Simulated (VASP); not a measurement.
# Ga3Sb (I4/mmm) in VASP: notebook, part 2 of 2

VASP 6.6.1.

### Step 3. Relaxation of shape and atoms at fixed volume, PBEsol+D3(BJ) (19.01 Å³/atom)

This run uses another cell than the first one, of 19.01 Å³/atom.

Contents of INCAR:

```
PREC = Accurate
ENCUT = 600
EDIFF = 1E-7
ISMEAR = 0
SIGMA = 0.1
LREAL = F
LASPH = T
NELM = 100
ALGO = Fast
ISIF = 4
LWAVE = F
LCHARG = F
GGA = PS
IVDW = 12
IBRION = 2
NSW = 50
EDIFFG = -0.01
```

Contents of KPOINTS:

```
Automatic mesh
0
Gamma
  14 14 14
```

Contents of POSCAR:

```
Ga3Sb
1.0
   -2.0717088123      2.0717088123      4.4294455703
    2.0717088123     -2.0717088123      4.4294455703
    2.0717088123      2.0717088123     -4.4294455703
Ga Sb
3 1
Direct
    0.7500000000      0.2500000000      0.5000000000
    0.2500000000      0.7500000000      0.5000000000
    0.5000000000      0.5000000000      0.0000000000
    0.0000000000      0.0000000000      0.0000000000
```

Potentials or basis: VASP PAW PBE potentials, release 64 (Ga_d, Sb).

The run is started by

```console
cat potpaw_PBE.64/Ga_d/POTCAR potpaw_PBE.64/Sb/POTCAR > POTCAR
mpirun -np 1 vasp_std > vasp.out
```

OUTCAR:

```text
PREC = Accurate
   ENCUT = 600
   EDIFF = 1E-7
   ISMEAR = 0
   LREAL = F
   LASPH = T
   NELM = 100
   ISIF = 4
   GGA = PS
   IVDW = 12
   IBRION = 2
   NSW = 50
   EDIFFG = -0.01
 IVDW          = 12

 ion  position               nearest neighbor table
   1  0.750  0.250  0.500-   4 3.03   4 3.03   4 3.03   4 3.03
   2  0.250  0.750  0.500-   4 3.03   4 3.03   4 3.03   4 3.03
   3  0.500  0.500  0.000-   4 2.93   4 2.93   4 2.93   4 2.93
[... 906 lines left out ...]
  --------------------------------------------------------------------------------------
  -------------------------------------------------------------------------------------
  Total       1.04364     1.04364     1.03998     0.00000     0.00000     0.00000
  in kB      21.98849    21.98849    21.91136     0.00000     0.00000     0.00000
  external pressure =       21.96 kB  Pullay stress =        0.00 kB

 VOLUME and BASIS-vectors are now :
 -----------------------------------------------------------------------------
  energy-cutoff  :      600.00
  volume of cell :       76.04
      direct lattice vectors                 reciprocal lattice vectors
    -2.071708812  2.071708812  4.429445570     0.000000000  0.241346659  0.112880945
     2.071708812 -2.071708812  4.429445570     0.241346659  0.000000000  0.112880945
     2.071708812  2.071708812 -4.429445570     0.241346659  0.241346659  0.000000000

 POSITION                                       TOTAL-FORCE (eV/Angst)
 -----------------------------------------------------------------------------------
      0.00000      2.07171      2.21472         0.000000     -0.000000      0.000000
      2.07171      0.00000      2.21472        -0.000000      0.000000      0.000000
      0.00000      0.00000      4.42945        -0.000000     -0.000000     -0.000000
      0.00000      0.00000      0.00000        -0.000000     -0.000000     -0.000000
 -----------------------------------------------------------------------------------
    total drift:                               -0.000000      0.000000      0.000000

  FREE ENERGIE OF THE ION-ELECTRON SYSTEM (eV)
  ---------------------------------------------------
  free  energy   TOTEN  =       -15.7507407518 eV

  energy  without entropy=      -15.7435449949  energy(sigma->0) =      -15.74714287

 reached required accuracy - stopping structural energy minimisation
```

CONTCAR:

```text
Ga3Sb
   1.00000000000000
    -2.0717088122999998    2.0717088122999998    4.4294455703000004
     2.0717088122999998   -2.0717088122999998    4.4294455703000004
     2.0717088122999998    2.0717088122999998   -4.4294455703000004
  Ga              Sb
     3     1
Direct
     0.7500000000000000    0.2500000000000000    0.5000000000000000
     0.2500000000000000    0.7500000000000000    0.5000000000000000
     0.5000000000000000    0.5000000000000000    0.0000000000000000
     0.0000000000000000    0.0000000000000000    0.0000000000000000

  0.00000000E+00  0.00000000E+00  0.00000000E+00
  0.00000000E+00  0.00000000E+00  0.00000000E+00
  0.00000000E+00  0.00000000E+00  0.00000000E+00
  0.00000000E+00  0.00000000E+00  0.00000000E+00
```

It took 17 min on 1 thread of Oxide Virtual Turin-like, shared host; peak memory 0.62 GiB.

Results:

| Property | Result |
| --- | --- |
| Free energy | -15.7507 eV |
| Pressure after relaxing | 2.2 GPa |
| Band gap on the k mesh | zero (bands 22 and 23 overlap by 5.25 eV) |
| Dispersion energy per atom | -0.387 eV |

Final structure:
```cif
data_structure
_symmetry_space_group_name_H-M 'P 1'
_symmetry_Int_Tables_number 1
_cell_length_a 5.3107
_cell_length_b 5.3107
_cell_length_c 5.3107
_cell_angle_alpha 134.079
_cell_angle_beta 134.079
_cell_angle_gamma 66.965
_cell_volume 76.04
loop_
_atom_site_label
_atom_site_type_symbol
_atom_site_fract_x
_atom_site_fract_y
_atom_site_fract_z
_atom_site_occupancy
Ga1 Ga 0.75000 0.25000 0.50000 1
Ga2 Ga 0.25000 0.75000 0.50000 1
Ga3 Ga 0.50000 0.50000 0.00000 1
Sb1 Sb 0.00000 0.00000 0.00000 1
```

Levels at points of the mesh, in eV from the Fermi level:
| k point | band 20 | band 21 | band 22 | band 23 | band 24 | band 25 |
| --- | --- | --- | --- | --- | --- | --- |
| (0.00, 0.00, 0.00) | -2.16 | -2.16 | -1.64 | -0.63 | -0.63 | 0.66 |
| (0.50, 0.00, 0.00) | -1.28 | -0.39 | -0.34 | 0.08 | 1.99 | 3.09 |
| (0.50, 0.50, 0.00) | -5.40 | -4.91 | -0.16 | 0.24 | 0.29 | 0.96 |
| (0.50, 0.50, 0.50) | -3.65 | -2.45 | 2.66 | 3.09 | 3.09 | 4.05 |

Caveat: the relaxation stopped at its first step, so nothing moved; the PAW data sets were made with another functional, which shifts forces and pressure a little; spin-orbit coupling is left out, which moves the levels of the heavy elements.
